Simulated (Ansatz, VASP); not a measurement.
## Two plane-wave programs on Cr

```
Cr
1.0
     4.50989    0.00000    0.00000
     0.00000    4.50989    0.00000
     0.00000    0.00000    4.50989
Cr
8
Direct
  0.00000 0.00000 0.00000
  0.50000 0.50000 0.50000
  0.25000 0.00000 0.50000
  0.75000 0.00000 0.50000
  0.50000 0.25000 0.00000
  0.50000 0.75000 0.00000
  0.00000 0.50000 0.25000
  0.00000 0.50000 0.75000
```

Alike in both runs: functional r2SCAN; k mesh 6 × 6 × 6; occupations fermi-dirac, width 0.1 eV; no spin polarisation.

Ansatz relaxed the structure, and its values are those at the end. VASP's run is a single point on that final structure, the one shown.

|  | VASP | Ansatz |
| --- | --- | --- |
| version | VASP 6.6.1 | Ansatz 0.2.0 |
| potentials or method | VASP PAW PBE potentials, release 64 (Cr_pv), cutoff 520 eV | plane waves (500 eV) with PAW, scalar-relativistic |
| valence electrons in the cell | 96 | 112 |

Ansatz gave:

- pressure (GPa): 0.0

Problem. Which values does VASP return?

Solution. Pressure (GPa): 0.7.

VASP's potentials were made for PBE, not for r2SCAN. With one functional, cell and mesh, what is left measures potentials, basis and numerics. VASP's potentials hold 96 valence electrons a cell and Ansatz's 112, so a difference there can come from the potentials and not from the codes.
